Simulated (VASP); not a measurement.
# TaN (P-6m2) in VASP: a series of runs, part 3 of 3

VASP 6.6.1.

## 4. Single point, PBE+U

This run uses another cell than the first one, of 11.01 Å³/atom, 1.006 times its volume.

Contents of INCAR:

```
SYSTEM = TaN
PREC = Accurate
ENCUT = 520
EDIFF = 1E-6
ISMEAR = -1
SIGMA = 0.05
LREAL = .False.
LASPH = .True.
NELM = 150
ALGO = Normal
ISIF = 2
LWAVE = .False.
LCHARG = .False.
LMAXMIX = 4
LDAU = .True.
LDAUTYPE = 2
LDAUL = 2 -1
LDAUU = 3 0
LDAUJ = 0 0
LDAUPRINT = 1
GGA = PE
NBANDS = 15
```

Contents of KPOINTS:

```
Automatic mesh
0
Gamma
  10 10 9
  0 0 0
```

Contents of POSCAR:

```
TaN
1.0
    2.9604505578     -0.0000000029      0.0000000000
   -1.4802252764      2.5638253912      0.0000000000
    0.0000000000      0.0000000000      2.9010077237
Ta N
1 1
Direct
    0.3333333333      0.6666666667      0.5000000000
    0.0000000000      0.0000000000      0.0000000000
```

Potentials or basis: VASP PAW PBE potentials, release 64 (Ta_pv, N).

Command:

```bash
cat potpaw_PBE.64/Ta_pv/POTCAR potpaw_PBE.64/N/POTCAR > POTCAR
mpirun -np 1 vasp_std > vasp.out
```

OUTCAR:

```text
SYSTEM = TaN
   PREC = Accurate
   ENCUT = 520
   EDIFF = 1E-6
   ISMEAR = -1
   LREAL = .False.
   LASPH = .True.
   NELM = 150
   ISIF = 2
   GGA = PE

 ion  position               nearest neighbor table
   1  0.333  0.667  0.500-   2 2.24   2 2.24   2 2.24   2 2.24   2 2.24   2 2.24
   2  0.000  0.000  0.000-   1 2.24   1 2.24   1 2.24   1 2.24   1 2.24   1 2.24

  LATTYP: Found a hexagonal cell.
 ALAT       =     2.9604505578
 C/A-ratio  =     0.9799210178

  Lattice vectors:

 A1 = (   2.9604505578,  -0.0000000029,   0.0000000000)
 A2 = (  -1.4802252764,   2.5638253912,   0.0000000000)
 A3 = (   0.0000000000,   0.0000000000,   2.9010077237)

Analysis of symmetry for initial positions (statically):
=====================================================================
 Subroutine PRICEL returns:
 Original cell was already a primitive cell.

 Routine SETGRP: Setting up the symmetry group for a
 hexagonal supercell.

 Subroutine GETGRP returns: Found 12 space group operations
 (whereof 12 operations were pure point group operations)
 out of a pool of 24 trial point group operations.

The static configuration has the point symmetry D_3h.

Analysis of symmetry for dynamics (positions and initial velocities):
=====================================================================
 Subroutine PRICEL returns:
 Original cell was already a primitive cell.

 Routine SETGRP: Setting up the symmetry group for a
 hexagonal supercell.

 Subroutine GETGRP returns: Found 12 space group operations
 (whereof 12 operations were pure point group operations)
 out of a pool of 24 trial point group operations.

The dynamic configuration has the point symmetry D_3h.

 Subroutine INISYM returns: Found 12 space group operations
 (whereof 12 operations are pure point group operations),
 and found     1 'primitive' translations

----------------------------------------------------------------------------------------

                                     Primitive cell

  volume of cell :      22.0189

  direct lattice vectors                    reciprocal lattice vectors
     2.960450558 -0.000000003  0.000000000     0.337786422  0.195021081  0.000000000
    -1.480225276  2.563825391  0.000000000     0.000000000  0.390042163  0.000000000
     0.000000000  0.000000000  2.901007724     0.000000000  0.000000000  0.344707803

  length of vectors
     2.960450558  2.960450558  2.901007724     0.390042163  0.390042163  0.344707803

  position of ions in fractional coordinates (direct lattice)
     0.333333333  0.666666667  0.500000000
     0.000000000  0.000000000  0.000000000

  ion indices of the primitive-cell ions
   primitive index   ion index
                 1           1
                 2           2

[... 93 lines left out ...]
  Fermi-wavevector in a.u.,A,eV,Ry     =   1.471803  2.781305 29.473008  2.166205
  Thomas-Fermi vector in A             =   2.586895
   LORBIT       =      0    0 simple, 1 ext, 2 COOP (PROOUT), +10 PAW based schemes
 LDA+U is selected, type is set to LDAUTYPE =  2
   angular momentum for each species LDAUL =     2   -1
   U (eV)           for each species LDAUU =   3.0  0.0
   J (eV)           for each species LDAUJ =   0.0  0.0
   GGA     = PE    functional components
   LHFCALC =     F    Hartree Fock is set to
   AEXX    =    0.0000 exact exchange contribution
   IVDW    =     0    specifies the selected vdW correction
   LEPSILON=     F    determine dielectric tensor
   LRPA    =     F    only Hartree local field effects (RPA)
 non-spin polarized calculation
  energy-cutoff  :      520.00
  volume of cell :       22.02
 maximum number of plane-waves:       617
 NGX is ok and might be reduce to    24
   NGX = 11   NGY = 11   NGZ = 11

atom =   1  type =  1  l = 2

 onsite density matrix

spin component  1

  0.2562 -0.0000  0.0000 -0.0000 -0.0000
 -0.0000  0.1766 -0.0000 -0.0000 -0.0000
  0.0000 -0.0000  0.3039  0.0000  0.0000
 -0.0000 -0.0000  0.0000  0.1766  0.0000
 -0.0000 -0.0000  0.0000  0.0000  0.2562

spin component  2

  0.2562 -0.0000  0.0000 -0.0000 -0.0000
 -0.0000  0.1766 -0.0000 -0.0000 -0.0000
  0.0000 -0.0000  0.3039  0.0000  0.0000
 -0.0000 -0.0000  0.0000  0.1766  0.0000
 -0.0000 -0.0000  0.0000  0.0000  0.2562

 occupancies and eigenvectors

  o =  0.1766  v =  0.0000  0.1185 -0.0000  0.9930 -0.0000  0.0000  0.0000  0.0000  0.0000  0.0000      0.0000  0.0000  0.0000  0.0000  0.0000  0.0000  0.0000  0.0000  0.0000  0.0000
  o =  0.1766  v =  0.0000  0.0000  0.0000  0.0000  0.0000  0.0000  0.1185 -0.0000  0.9930 -0.0000      0.0000  0.0000  0.0000  0.0000  0.0000  0.0000  0.0000  0.0000  0.0000  0.0000
  o =  0.1766  v = -0.0000 -0.9930  0.0000  0.1185  0.0000  0.0000  0.0000  0.0000  0.0000  0.0000      0.0000  0.0000  0.0000  0.0000  0.0000  0.0000  0.0000  0.0000  0.0000  0.0000
  o =  0.1766  v =  0.0000  0.0000  0.0000  0.0000  0.0000 -0.0000 -0.9930  0.0000  0.1185  0.0000      0.0000  0.0000  0.0000  0.0000  0.0000  0.0000  0.0000  0.0000  0.0000  0.0000
  o =  0.2562  v =  0.0000  0.0000  0.0000  0.0000  0.0000 -0.2972 -0.0000  0.0000 -0.0000 -0.9548      0.0000  0.0000  0.0000  0.0000  0.0000  0.0000  0.0000  0.0000  0.0000  0.0000
  o =  0.2562  v = -0.2972 -0.0000  0.0000 -0.0000 -0.9548  0.0000  0.0000  0.0000  0.0000  0.0000      0.0000  0.0000  0.0000  0.0000  0.0000  0.0000  0.0000  0.0000  0.0000  0.0000
  o =  0.2562  v =  0.0000  0.0000  0.0000  0.0000  0.0000  0.9548 -0.0000  0.0000 -0.0000 -0.2972      0.0000  0.0000  0.0000  0.0000  0.0000  0.0000  0.0000  0.0000  0.0000  0.0000
  o =  0.2562  v =  0.9548 -0.0000  0.0000 -0.0000 -0.2972  0.0000  0.0000  0.0000  0.0000  0.0000      0.0000  0.0000  0.0000  0.0000  0.0000  0.0000  0.0000  0.0000  0.0000  0.0000
  o =  0.3039  v =  0.0000  0.0000  0.0000  0.0000  0.0000 -0.0000 -0.0000 -1.0000 -0.0000 -0.0000      0.0000  0.0000  0.0000  0.0000  0.0000  0.0000  0.0000  0.0000  0.0000  0.0000
  o =  0.3039  v = -0.0000 -0.0000 -1.0000 -0.0000 -0.0000  0.0000  0.0000  0.0000  0.0000  0.0000      0.0000  0.0000  0.0000  0.0000  0.0000  0.0000  0.0000  0.0000  0.0000  0.0000

 number of electron      16.0000001 magnetization

 Free energy of the ion-electron system (eV)
  ---------------------------------------------------
  ext. energy  EPLUGINS =         0.00000000
  ---------------------------------------------------
  free energy    TOTEN  =       -19.74958019 eV

  energy without entropy =      -19.74928118  energy(sigma->0) =      -19.74943069

 E-fermi :   8.5657     XC(G=0): -13.2376

 val. band max:        8.4424914622   @ k =   0.0000   0.0000   0.4444
 cond. band min:       8.7569928474   @ k =   0.0000   0.0000   0.3333
 fundamental gap:      0.3145013852
 Fermi energy:         8.5656655043

 k-point     1 :       0.0000    0.0000    0.0000
  band No.  band energies     occupation
      1     -27.1394      2.00000
      2     -26.8970      2.00000
      3     -26.8970      2.00000
      4      -9.4366      2.00000
      5       3.8701      2.00000
      6       3.8701      2.00000
      7       4.2235      2.00000
      8       5.3205      2.00000
      9      10.1529      0.00000
     10      11.8917      0.00000
     11      11.8917      0.00000
     12      12.6526      0.00000
     13      12.6526      0.00000
     14      20.8807      0.00000
[... 401 lines left out ...]
      2     -27.1505      2.00000
      3     -27.1024      2.00000
      4      -7.1720      2.00000
      5       0.2965      2.00000
      6       3.0874      2.00000
      7       4.1584      2.00000
      8       6.1571      2.00000
      9      11.0516      0.00000
     10      11.9925      0.00000
     11      12.8706      0.00000
     12      14.1497      0.00000
     13      16.9318      0.00000
     14      19.6704      0.00000
     15      20.9486      0.00000

 [... further k-points ...]
[... 5 lines left out ...]
  --------------------------------------------------------------------------------------
  -------------------------------------------------------------------------------------
  Total        0.8682849      0.8682849      1.1983831     -0.0000000     -0.0000000      0.0000000
  in kB       63.1797185     63.1797185     87.1989223     -0.0000000     -0.0000000      0.0000000
  external PRESSURE =      71.1861198 kB  Pullay stress =       0.0000000 kB

 VOLUME and BASIS-vectors are now :
 -----------------------------------------------------------------------------
  energy-cutoff  :      520.00
  volume of cell :       22.02
      direct lattice vectors                 reciprocal lattice vectors
     2.960450558 -0.000000003  0.000000000     0.337786422  0.195021081  0.000000000
    -1.480225276  2.563825391  0.000000000     0.000000000  0.390042163  0.000000000
     0.000000000  0.000000000  2.901007724     0.000000000  0.000000000  0.344707803

 POSITION                                       TOTAL-FORCE (eV/Angst)
 -----------------------------------------------------------------------------------
      0.00000      1.70922      1.45050        -0.000000      0.000000      0.000000
      0.00000      0.00000      0.00000         0.000000     -0.000000      0.000000
 -----------------------------------------------------------------------------------
    total drift:                                0.000000     -0.000000     -0.000000

  FREE ENERGIE OF THE ION-ELECTRON SYSTEM (eV)
  ---------------------------------------------------
  free  energy   TOTEN  =       -19.7495801918 eV

  energy  without entropy=      -19.7492811849  energy(sigma->0) =      -19.74943069
```

OSZICAR:

```text
N       E                     dE             d eps       ncg     rms          rms(c)
DAV:   1     0.947202073809E+02    0.94720E+02   -0.88285E+03  2100   0.113E+03
DAV:   2    -0.196345034861E+02   -0.11435E+03   -0.10782E+03  2513   0.308E+02
DAV:   3    -0.226476070609E+02   -0.30131E+01   -0.29895E+01  2408   0.460E+01
DAV:   4    -0.226620017507E+02   -0.14395E-01   -0.14391E-01  2716   0.336E+00
DAV:   5    -0.226620841330E+02   -0.82382E-04   -0.82382E-04  2464   0.242E-01    0.221E+01
DAV:   6    -0.198296249932E+02    0.28325E+01   -0.46756E+00  2709   0.251E+01    0.905E+00
DAV:   7    -0.197810593977E+02    0.48566E-01   -0.68940E-01  2352   0.628E+00    0.622E+00
DAV:   8    -0.197608404018E+02    0.20219E-01   -0.21687E-01  2541   0.385E+00    0.154E+00
DAV:   9    -0.197493597663E+02    0.11481E-01   -0.27213E-02  2226   0.136E+00    0.239E-01
DAV:  10    -0.197497185287E+02   -0.35876E-03   -0.17808E-03  2513   0.489E-01    0.912E-02
DAV:  11    -0.197495807622E+02    0.13777E-03   -0.16965E-04  2450   0.139E-01    0.124E-02
DAV:  12    -0.197495806115E+02    0.15067E-06   -0.23752E-05  2219   0.418E-02    0.707E-03
DAV:  13    -0.197495801918E+02    0.41967E-06   -0.15840E-07  1197   0.451E-03
   1 F= -.19749580E+02 E0= -.19749431E+02  d E =-.299007E-03
```

Wall time 12 s (1 thread of Intel Xeon Platinum 8259CL at 2.50GHz (Skylake/Cascade Lake), shared host); peak memory 0.15 GiB.

What came out:

| Item | Value |
| --- | --- |
| Free energy | -19.7496 eV |
| Pressure | 7.1 GPa |
| Band gap on the k mesh | zero (band 8 reaches 8.76 eV, above the bottom of band 9 at 8.44 eV) |

Eigenvalues of the final occupation matrices:
```
    site  spin  trace               eigenvalues
site 1 d     1   1.17  0.18 0.18 0.26 0.26 0.30
site 1 d     2   1.17  0.18 0.18 0.26 0.26 0.30
```

Caveat: spin-orbit coupling is left out, which moves the levels of the heavy elements; U without spin polarisation on a metal has little footing.

## 5. Single point, PBE+U

This run uses another cell than the first one, of 11.04 Å³/atom, 1.009 times its volume.

Contents of INCAR:

```
ALGO     = Normal         # electronic algorithm
EDIFF    = 1E-7           # SCF threshold, eV
ENCUT    = 520            # plane-wave cutoff, eV
GGA      = PE             # functional
ISIF     = 2              # what is computed and relaxed
ISMEAR   = -1             # smearing method
LASPH    = T              # aspherical terms in the spheres
LCHARG   = F              # write CHGCAR
LDAU     = T              # DFT+U
LDAUJ    = 0 0          
LDAUL    = 2 -1           # shell
LDAUPRINT= 1            
LDAUTYPE = 2            
LDAUU    = 4 0            # U, eV
LMAXMIX  = 4              # l up to which the mixer works
LREAL    = F              # projectors in reciprocal space
LWAVE    = F              # write WAVECAR
NBANDS   = 15             # bands
NELM     = 150            # most SCF steps
PREC     = Accurate       # precision mode
SIGMA    = 0.05           # smearing width, eV
```

Contents of KPOINTS:

```
k-points
0
Gamma
  10 10 9
```

Contents of POSCAR:

```
TaN
1.0
    2.9648209376     -0.0000000029      0.0000000000
   -1.4824104663      2.5676102511      0.0000000000
    0.0000000000      0.0000000000      2.9017967996
Ta N
1 1
Direct
    0.3333333333      0.6666666667      0.5000000000
    0.0000000000      0.0000000000      0.0000000000
```

Command:

```bash
cat potpaw_PBE.64/Ta_pv/POTCAR potpaw_PBE.64/N/POTCAR > POTCAR
mpirun -np 1 vasp_std > vasp.out
```

Run time: 14 s. Hardware: 1 thread of Intel Xeon Platinum 8259CL at 2.50GHz (Skylake/Cascade Lake), shared host; peak memory 0.15 GiB.

It converged, with:

* Free energy: -18.8755 eV
* Pressure: 9.2 GPa
* Band gap on the k mesh: zero (band 8 reaches 8.90 eV, above the bottom of band 9 at 8.58 eV)

Stress tensor (GPa, compression positive):
```
 8.08  0.00  0.00
 0.00  8.08  0.00
 0.00  0.00 11.48
```

Levels at points of the mesh, in eV from the Fermi level:
```tsv
k point	band 6	band 7	band 8	band 9	band 10	band 11
(0.00, 0.00, 0.00)	-4.75	-4.39	-3.34	1.41	3.28	3.28
(0.50, 0.00, 0.00)	-5.23	-3.61	-3.58	3.19	3.65	5.04
```

Eigenvalues of the final occupation matrices:
| site | spin | trace | eigenvalues |
| --- | --- | --- | --- |
| site 1 d | 1 | 1.15 | 0.17 0.17 0.25 0.25 0.30 |
| site 1 d | 2 | 1.15 | 0.17 0.17 0.25 0.25 0.30 |

Caveat: spin-orbit coupling is left out, which moves the levels of the heavy elements; U without spin polarisation on a metal has little footing.

## 6. Summary

```csv
U,cell,gap on the mesh (eV),pressure (GPa)
Ta d U = 1.0 eV,"a = 2.953, b = 2.953, c = 2.899 Å, angles 90.0, 90.0, 120.0°, 2 atoms",none,2.8
Ta d U = 2.0 eV,"a = 2.957, b = 2.957, c = 2.900 Å, angles 90.0, 90.0, 120.0°, 2 atoms",none,5.0
Ta d U = 3.0 eV,"a = 2.960, b = 2.960, c = 2.901 Å, angles 90.0, 90.0, 120.0°, 2 atoms",none,7.1
Ta d U = 4.0 eV,"a = 2.965, b = 2.965, c = 2.902 Å, angles 90.0, 90.0, 120.0°, 2 atoms",none,9.2
```

Alike in all rows: task single point; level PBE+U; potentials or basis VASP PAW PBE potentials, release 64 (Ta_pv, N); no spin polarisation; k mesh 10 × 10 × 9; cutoff (eV) 520; smearing fermi-dirac 0.05 eV.

Caveats: spin-orbit coupling is left out, which moves the levels of the heavy elements; U without spin polarisation on a metal has little footing.

Total energies depend on the potentials used, so only differences within one code and one set of settings carry meaning.
